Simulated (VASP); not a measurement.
# SiC (Fm-3m) in VASP: further runs, part 2 of 2

VASP 6.6.1. The steps go on from the part before.

### Step 3. Single point, PBEsol (volume scaled by 0.680)

The input, INCAR:

```
PREC = Accurate ; ENCUT = 520
EDIFF = 1E-6 ; ISMEAR = 0
SIGMA = 0.05 ; LREAL = F
LASPH = T ; NELM = 80
ALGO = Normal ; ISIF = 2
LWAVE = F ; LCHARG = F
GGA = PS ; NBANDS = 11
```

The input, KPOINTS:

```
Automatic mesh
0
Gamma
  22 22 22
```

The input, POSCAR:

```
SiC
1.0
    0.0000000000      1.7737445757      1.7737445757
    1.7737445757      0.0000000000      1.7737445757
    1.7737445757      1.7737445757      0.0000000000
C Si
1 1
Direct
    0.0000000000      0.0000000000      0.0000000000
    0.5000000000      0.5000000000      0.5000000000
```

Potentials or basis: VASP PAW PBE potentials, release 64 (C, Si).

Started as:

```
$ cat potpaw_PBE.64/C/POTCAR potpaw_PBE.64/Si/POTCAR > POTCAR
$ mpirun -np 1 vasp_std > vasp.out
```

OUTCAR:

```text
PREC = Accurate
   ENCUT = 520
   EDIFF = 1E-6
   ISMEAR = 0
   LREAL = F
   LASPH = T
   NELM = 80
   ISIF = 2
   GGA = PS

 ion  position               nearest neighbor table
   1  0.000  0.000  0.000-   2 1.77   2 1.77   2 1.77   2 1.77   2 1.77   2 1.77
   2  0.500  0.500  0.500-   1 1.77   1 1.77   1 1.77   1 1.77   1 1.77   1 1.77

  LATTYP: Found a face centered cubic cell.
 ALAT       =     3.5474891514

  Lattice vectors:

 A1 = (   0.0000000000,   1.7737445757,   1.7737445757)
 A2 = (   1.7737445757,   0.0000000000,   1.7737445757)
 A3 = (   1.7737445757,   1.7737445757,   0.0000000000)

Analysis of symmetry for initial positions (statically):
=====================================================================
 Subroutine PRICEL returns:
 Original cell was already a primitive cell.

 Routine SETGRP: Setting up the symmetry group for a
 face centered cubic supercell.

 Subroutine GETGRP returns: Found 48 space group operations
 (whereof 48 operations were pure point group operations)
 out of a pool of 48 trial point group operations.

The static configuration has the point symmetry O_h .

Analysis of symmetry for dynamics (positions and initial velocities):
=====================================================================
 Subroutine PRICEL returns:
 Original cell was already a primitive cell.

 Routine SETGRP: Setting up the symmetry group for a
 face centered cubic supercell.

 Subroutine GETGRP returns: Found 48 space group operations
 (whereof 48 operations were pure point group operations)
 out of a pool of 48 trial point group operations.

The dynamic configuration has the point symmetry O_h .

 Subroutine INISYM returns: Found 48 space group operations
 (whereof 48 operations are pure point group operations),
 and found     1 'primitive' translations

----------------------------------------------------------------------------------------

                                     Primitive cell

  volume of cell :      11.1610

  direct lattice vectors                    reciprocal lattice vectors
     0.000000000  1.773744576  1.773744576    -0.281889516  0.281889516  0.281889516
     1.773744576  0.000000000  1.773744576     0.281889516 -0.281889516  0.281889516
     1.773744576  1.773744576  0.000000000     0.281889516  0.281889516 -0.281889516

  length of vectors
     2.508453635  2.508453635  2.508453635     0.488246964  0.488246964  0.488246964

  position of ions in fractional coordinates (direct lattice)
     0.000000000  0.000000000  0.000000000
     0.500000000  0.500000000  0.500000000

  ion indices of the primitive-cell ions
   primitive index   ion index
                 1           1
                 2           2

----------------------------------------------------------------------------------------

 KPOINTS: Automatic mesh

Automatic generation of k-mesh.
 Grid dimensions read from file:
 generate k-points for:   22   22   22

 Generating k-lattice:

  Cartesian coordinates                     Fractional coordinates (reciprocal lattice)
    -0.012813160  0.012813160  0.012813160     0.045454545  0.000000000  0.000000000
     0.012813160 -0.012813160  0.012813160     0.000000000  0.045454545  0.000000000
     0.012813160  0.012813160 -0.012813160     0.000000000  0.000000000  0.045454545

  Length of vectors
     0.022193044  0.022193044  0.022193044

  Shift w.r.t. Gamma in fractional coordinates (k-lattice)
     0.000000000  0.000000000  0.000000000

 Subroutine IBZKPT returns following result:
 ===========================================

 Found    328 irreducible k-points:

 Following reciprocal coordinates:
            Coordinates               Weight
  0.000000  0.000000  0.000000      1.000000
  0.045455  0.000000  0.000000      8.000000
  0.090909  0.000000  0.000000      8.000000
  0.136364  0.000000  0.000000      8.000000
  0.181818  0.000000  0.000000      8.000000
  0.227273  0.000000  0.000000      8.000000
[... 16 lines left out ...]
  0.500000  0.045455  0.000000     24.000000
 -0.454545  0.045455  0.000000     24.000000
 [... further k-points ...]
   k-points           NKPTS =    328   k-points in BZ     NKDIM =    328   number of bands    NBANDS=     11
   number of dos      NEDOS =    301   number of ions     NIONS =      2
   total plane-waves  NPLWV =   8000
   dimension x,y,z NGX =    20 NGY =   20 NGZ =   20
   dimension x,y,z NGXF=    40 NGYF=   40 NGZF=   40
   ions per type =               1   1
   NGX,Y,Z   is equivalent  to a cutoff of  13.25, 13.25, 13.25 a.u.
   NGXF,Y,Z  is equivalent  to a cutoff of  26.51, 26.51, 26.51 a.u.
 SYSTEM =  unknown system
   PREC   = accura    normal or accurate (medium, high low for compatibility)
   ISTART =      0    job   : 0-new  1-cont  2-samecut
   ICHARG =      2    charge: 1-file 2-atom 10-const
   ISPIN  =      1    spin polarized calculation?
   LNONCOLLINEAR =      F non collinear calculations
   LSORBIT =      F    spin-orbit coupling
   LASPH  =      T    aspherical Exc in radial PAW
   ENCUT  =  520.0 eV  38.22 Ry    6.18 a.u.   4.66  4.66  4.66*2*pi/ulx,y,z
   NELM   =     80;   NELMIN=  2; NELMDL= -5     # of ELM steps
   EDIFF  = 0.1E-05   stopping-criterion for ELM
   LREAL  =      F    real-space projection
   EDIFFG = 0.1E-04   stopping-criterion for IOM
   NSW    =      0    number of steps for IOM
   IBRION =     -1    ionic relax: 0-MD 1-quasi-New 2-CG
   NFREE  =      0    steps in history (QN), initial steepest desc. (CG)
   ISIF   =      2    stress and relaxation
   ISYM   =      2    0-nonsym 1-usesym 2-fastsym
   POTIM  = 0.5000    time-step for ionic-motion
   TEBEG  =    0.0;   TEEND  =   0.0 temperature during run
   PSTRESS=    0.0 pullay stress
   NELECT =       8.0000    total number of electrons
   NUPDOWN=      -1.0000    fix difference up-down
   EMIN   =  10.00;   EMAX   =-10.00  energy-range for DOS
   EFERMI =   0.00;   METHOD = LEGACY
   ISMEAR =     0;   SIGMA  =   0.05  broadening in eV -4-tet -1-fermi 0-gaus
   EFERMI_NEDOS =   21; number of points for ismear=-14 and -15
   IALGO  =     38    algorithm
   IMIX   =      4    mixing-type and parameters
     AMIX     =   0.40;   BMIX     =  1.00
     AMIX_MAG =   1.60;   BMIX_MAG =  1.00
  volume/ion in A,a.u.               =       5.58        37.66
  Fermi-wavevector in a.u.,A,eV,Ry     =   1.465111  2.768658 29.205574  2.146549
  Thomas-Fermi vector in A             =   2.581007
   LORBIT       =      0    0 simple, 1 ext, 2 COOP (PROOUT), +10 PAW based schemes
   GGA     = PS    functional components
   LHFCALC =     F    Hartree Fock is set to
   AEXX    =    0.0000 exact exchange contribution
   IVDW    =     0    specifies the selected vdW correction
   LEPSILON=     F    determine dielectric tensor
   LRPA    =     F    only Hartree local field effects (RPA)
 non-spin polarized calculation
 Gauss-broadening in eV      SIGMA  =   0.05
  energy-cutoff  :      520.00
  volume of cell :       11.16
 maximum number of plane-waves:       313
   NGX =  9   NGY =  9   NGZ =  9

 number of electron       7.9999999 magnetization

 Free energy of the ion-electron system (eV)
  ---------------------------------------------------
  ext. energy  EPLUGINS =         0.00000000
  ---------------------------------------------------
  free energy    TOTEN  =       -11.91163454 eV

  energy without entropy =      -11.91163437  energy(sigma->0) =      -11.91163445

 E-fermi :  19.5684     XC(G=0): -14.6607

 val. band max:       19.4607851419   @ k =   0.0000   0.0000   0.0000
 cond. band min:      19.6751058996   @ k =   0.5000   0.5000   0.0000
 fundamental gap:      0.2143207577
 Fermi energy:        19.5684366426

 k-point     1 :       0.0000    0.0000    0.0000
  band No.  band energies     occupation
      1      -4.2558      2.00000
      2      19.4608      1.99767
      3      19.4608      1.99767
      4      19.4608      1.99767
      5      28.3411      0.00000
      6      28.3411      0.00000
      7      28.3411      0.00000
      8      35.3720      0.00000
      9      35.3720      0.00000
     10      35.4585      0.00000
     11      35.6286      0.00000
[... 309 lines left out ...]
 k-point    24 :      -0.4545    0.0455    0.0000
  band No.  band energies     occupation
      1       2.3479      2.00000
      2       4.6944      2.00000
      3      16.7019      2.00000
      4      17.0383      2.00000
      5      26.7143      0.00000
      6      26.9954      0.00000
      7      28.1880      0.00000
      8      34.0467      0.00000
      9      39.6591      0.00000
     10      40.3299      0.00000
     11      40.9928      0.00000

 [... further k-points ...]

------------------------ aborting loop because EDIFF is reached ----------------------------------------

  FORCE on cell =-STRESS in cart. coord.  units (eV):
  Direction    XX          YY          ZZ          XY          YZ          ZX
  --------------------------------------------------------------------------------------
  -------------------------------------------------------------------------------------
  Total       15.7601995     15.7601995     15.7601995     -0.0000000     -0.0000000      0.0000000
  in kB     2262.3982556   2262.3982556   2262.3982556     -0.0000000     -0.0000000      0.0000000
  external PRESSURE =    2262.3982556 kB  Pullay stress =       0.0000000 kB

 VOLUME and BASIS-vectors are now :
 -----------------------------------------------------------------------------
  energy-cutoff  :      520.00
  volume of cell :       11.16
      direct lattice vectors                 reciprocal lattice vectors
     0.000000000  1.773744576  1.773744576    -0.281889516  0.281889516  0.281889516
     1.773744576  0.000000000  1.773744576     0.281889516 -0.281889516  0.281889516
     1.773744576  1.773744576  0.000000000     0.281889516  0.281889516 -0.281889516

 POSITION                                       TOTAL-FORCE (eV/Angst)
 -----------------------------------------------------------------------------------
      0.00000      0.00000      0.00000        -0.000000      0.000000     -0.000000
      1.77374      1.77374      1.77374         0.000000     -0.000000      0.000000
 -----------------------------------------------------------------------------------
    total drift:                               -0.000000     -0.000000     -0.000000

  FREE ENERGIE OF THE ION-ELECTRON SYSTEM (eV)
  ---------------------------------------------------
  free  energy   TOTEN  =       -11.9116345355 eV

  energy  without entropy=      -11.9116343650  energy(sigma->0) =      -11.91163445
```

Run time: 24 s. Hardware: 1 thread of Intel Xeon 6975P-C, shared host; peak memory 0.15 GiB.

What came out:

| Property | Result |
| --- | --- |
| Free energy | -11.9116 eV |
| Pressure | 226.2 GPa |
| Band gap on the k mesh | 0.21 eV, indirect (least direct gap 6.31 eV) |

Levels at points of the mesh, in eV from the valence-band top:
```
           k point  band 1  band 2  band 3  band 4  band 5  band 6  band 7  band 8  band 9
(0.00, 0.00, 0.00)  -23.72    0.00    0.00    0.00    8.88    8.88    8.88   15.91   15.91
(0.50, 0.00, 0.00)  -16.76  -15.27   -2.40   -2.40    7.38    7.38    8.52   14.13   20.46
(0.50, 0.50, 0.00)  -13.96  -13.77   -6.10   -6.10    0.21    2.30   20.90   21.50   21.50
```

Caveat: the PAW data sets were made with another functional, which shifts forces and pressure a little. A k mesh can miss the band edges.

### Step 4. Single point, PBEsol (volume scaled by 0.920)

The input, INCAR:

```
ALGO = Normal ; EDIFF = 1E-6
ENCUT = 520 ; GGA = PS
ISIF = 2 ; ISMEAR = 0
LASPH = T ; LCHARG = T
LELF = T ; LREAL = F
LVHAR = T ; LWAVE = F
NBANDS = 11 ; NELM = 100
PREC = Accurate ; SIGMA = 0.05
```

The input, KPOINTS:

```
k-points
0
Gamma
  20 20 20
```

The input, POSCAR:

```
SiC
1.0
    0.0000000000      1.9617818787      1.9617818787
    1.9617818787      0.0000000000      1.9617818787
    1.9617818787      1.9617818787      0.0000000000
C Si
1 1
Direct
    0.0000000000      0.0000000000      0.0000000000
    0.5000000000      0.5000000000      0.5000000000
```

Potentials or basis: VASP PAW PBE potentials, release 64 (C, Si).

Started as:

```
$ cat potpaw_PBE.64/C/POTCAR potpaw_PBE.64/Si/POTCAR > POTCAR
$ mpirun -np 1 vasp_std > vasp.out
```

OUTCAR:

```text
EDIFF = 1E-6
   ENCUT = 520
   GGA = PS
   ISIF = 2
   ISMEAR = 0
   LASPH = T
   LREAL = F
   NELM = 100
   PREC = Accurate

 ion  position               nearest neighbor table
   1  0.000  0.000  0.000-   2 1.96   2 1.96   2 1.96   2 1.96   2 1.96   2 1.96
   2  0.500  0.500  0.500-   1 1.96   1 1.96   1 1.96   1 1.96   1 1.96   1 1.96

  LATTYP: Found a face centered cubic cell.
 ALAT       =     3.9235637574

  Lattice vectors:

 A1 = (   0.0000000000,   1.9617818787,   1.9617818787)
 A2 = (   1.9617818787,   0.0000000000,   1.9617818787)
 A3 = (   1.9617818787,   1.9617818787,   0.0000000000)

Analysis of symmetry for initial positions (statically):
=====================================================================
 Subroutine PRICEL returns:
 Original cell was already a primitive cell.

 Routine SETGRP: Setting up the symmetry group for a
 face centered cubic supercell.

 Subroutine GETGRP returns: Found 48 space group operations
 (whereof 48 operations were pure point group operations)
 out of a pool of 48 trial point group operations.

The static configuration has the point symmetry O_h .

Analysis of symmetry for dynamics (positions and initial velocities):
=====================================================================
 Subroutine PRICEL returns:
 Original cell was already a primitive cell.

 Routine SETGRP: Setting up the symmetry group for a
 face centered cubic supercell.

 Subroutine GETGRP returns: Found 48 space group operations
 (whereof 48 operations were pure point group operations)
 out of a pool of 48 trial point group operations.

The dynamic configuration has the point symmetry O_h .

 Subroutine INISYM returns: Found 48 space group operations
 (whereof 48 operations are pure point group operations),
 and found     1 'primitive' translations

----------------------------------------------------------------------------------------

                                     Primitive cell

  volume of cell :      15.1002
[... 117 lines left out ...]
   IVDW    =     0    specifies the selected vdW correction
   LEPSILON=     F    determine dielectric tensor
   LRPA    =     F    only Hartree local field effects (RPA)
 non-spin polarized calculation
 Gauss-broadening in eV      SIGMA  =   0.05
  energy-cutoff  :      520.00
  volume of cell :       15.10
 maximum number of plane-waves:       419
 NGX is ok and might be reduce to    24
   NGX = 11   NGY = 11   NGZ = 11

 number of electron       8.0000000 magnetization

 Free energy of the ion-electron system (eV)
  ---------------------------------------------------
  ext. energy  EPLUGINS =         0.00000000
  ---------------------------------------------------
  free energy    TOTEN  =       -14.49960023 eV

  energy without entropy =      -14.49936018  energy(sigma->0) =      -14.49948020

 E-fermi :  13.8858     XC(G=0): -13.2147

 val. band max:       13.8819772266   @ k =   0.0000   0.0000   0.0000
 cond. band min:      13.9050301037   @ k =  -0.0500   0.0500   0.0000
 fundamental gap:      0.0230528771
 Fermi energy:        13.8857827225

 k-point     1 :       0.0000    0.0000    0.0000
  band No.  band energies     occupation
      1      -5.7485      2.00000
      2      13.8820      1.08572
      3      13.8820      1.08572
      4      13.8820      1.08572
      5      22.7557      0.00000
      6      22.7557      0.00000
      7      22.7557      0.00000
      8      23.1424      0.00000
      9      27.7488      0.00000
     10      27.7488      0.00000
     11      27.7488      0.00000
[... 309 lines left out ...]
 k-point    24 :      -0.3500    0.0500    0.0000
  band No.  band energies     occupation
      1      -2.2826      2.00000
      2       4.4957      2.00000
      3      12.1077      2.00000
      4      12.8911      2.00000
      5      19.9749      0.00000
      6      20.1738      0.00000
      7      20.7358      0.00000
      8      25.4464      0.00000
      9      28.2059      0.00000
     10      29.0485      0.00000
     11      30.8902      0.00000

 [... further k-points ...]

------------------------ aborting loop because EDIFF is reached ----------------------------------------

  FORCE on cell =-STRESS in cart. coord.  units (eV):
  Direction    XX          YY          ZZ          XY          YZ          ZX
  --------------------------------------------------------------------------------------
  -------------------------------------------------------------------------------------
  Total        2.4916113      2.4916113      2.4916113     -0.0000000     -0.0000000     -0.0000000
  in kB      264.3679061    264.3679061    264.3679061     -0.0000000     -0.0000000     -0.0000000
  external PRESSURE =     264.3679061 kB  Pullay stress =       0.0000000 kB

 VOLUME and BASIS-vectors are now :
 -----------------------------------------------------------------------------
  energy-cutoff  :      520.00
  volume of cell :       15.10
      direct lattice vectors                 reciprocal lattice vectors
     0.000000000  1.961781879  1.961781879    -0.254870333  0.254870333  0.254870333
     1.961781879  0.000000000  1.961781879     0.254870333 -0.254870333  0.254870333
     1.961781879  1.961781879  0.000000000     0.254870333  0.254870333 -0.254870333

 POSITION                                       TOTAL-FORCE (eV/Angst)
 -----------------------------------------------------------------------------------
      0.00000      0.00000      0.00000         0.000000      0.000000      0.000000
      1.96178      1.96178      1.96178        -0.000000     -0.000000     -0.000000
 -----------------------------------------------------------------------------------
    total drift:                                0.000000     -0.000000     -0.000000

  FREE ENERGIE OF THE ION-ELECTRON SYSTEM (eV)
  ---------------------------------------------------
  free  energy   TOTEN  =       -14.4996002262 eV

  energy  without entropy=      -14.4993601785  energy(sigma->0) =      -14.49948020
```

stdout:

```text
POSCAR found type information on POSCAR C Si
 POSCAR found :  2 types and       2 ions
 scaLAPACK will be used
 -----------------------------------------------------------------------------
|                                                                             |
|                                                                             |
|     You enforced a specific xc type in the INCAR file but a different       |
|     I HOPE YOU KNOW WHAT YOU ARE DOING!                                     |
|                                                                             |
 -----------------------------------------------------------------------------

 LDA part: xc-table for (Slater+PW92), standard interpolation
 POSCAR, INCAR and KPOINTS ok, starting setup
 FFT: planning ... GRIDC
 FFT: planning ... GRID_SOFT
 FFT: planning ... GRID
 WAVECAR not read
 entering main loop
```

Run time: 24 s. Hardware: 1 thread of Intel Xeon 6975P-C, shared host; peak memory 0.17 GiB.

What came out:

* Free energy: -14.4996 eV
* Pressure: 26.4 GPa
* Band gap on the k mesh: zero (band 4 reaches 13.92 eV, above the bottom of band 5 at 13.58 eV)

Caveat: the PAW data sets were made with another functional, which shifts forces and pressure a little.

### Step 5. Summary

```tsv
cell	k mesh	gap on the mesh (eV)	pressure (GPa)
a = 2.692 Å, angles 60.0°, 2 atoms	20 × 20 × 20	0.39	67.0
a = 2.508 Å, angles 60.0°, 2 atoms	22 × 22 × 22	0.21	226.2
a = 2.774 Å, angles 60.0°, 2 atoms	20 × 20 × 20	none	26.4
```

Alike in all rows: task single point; level PBEsol; potentials or basis VASP PAW PBE potentials, release 64 (C, Si); no spin polarisation; cutoff (eV) 520; smearing gaussian 0.05 eV.

Caveats: the PAW data sets were made with another functional, which shifts forces and pressure a little.

Absolute energies hang on the potentials; compare differences alone.
